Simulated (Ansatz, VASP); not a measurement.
## One calculation of N, two programs

```
N
1.0
     6.14563    0.00000    0.00000
     0.00000    6.14563    0.00000
     0.00000    0.00000    6.14563
N
8
Direct
  0.05176 0.05176 0.05176
  0.44824 0.94824 0.55176
  0.55176 0.44824 0.94824
  0.94824 0.55176 0.44824
  0.94824 0.94824 0.94824
  0.55176 0.05176 0.44824
  0.44824 0.55176 0.05176
  0.05176 0.44824 0.55176
```

Alike in both runs: functional PBE; k mesh 4 × 4 × 4; occupations gaussian, width 0.02 eV; no spin polarisation.

Ansatz relaxed the structure, and its values are those at the end. VASP's run is a single point on that final structure, the one shown.

|  | VASP | Ansatz |
| --- | --- | --- |
| version | VASP 6.6.1 | Ansatz 0.2.0 |
| potentials or method | VASP PAW PBE potentials, release 64 (N), cutoff 520 eV | scalar-relativistic, plane waves, PAW |
| valence electrons in the cell | 40 | 40 |

|  | VASP | Ansatz | Ansatz less VASP |
| --- | --- | --- | --- |
| gap on the k mesh at the Fermi level (eV) | 7.64 | 7.69 | +0.043 |
| least direct gap on the mesh (eV) | 7.65 | 7.70 | +0.043 |
| pressure (GPa) | 1.6 | 0.0 | -1.58 |
| rms of the force components (eV/Å) | 1.007 | 0.001 | -1.0057 |

One of these differences is far larger than is usual between the two programs; its cause wasn't traced.

Noted on VASP's run: the standard files for N, O and F lose accuracy on very short bonds.
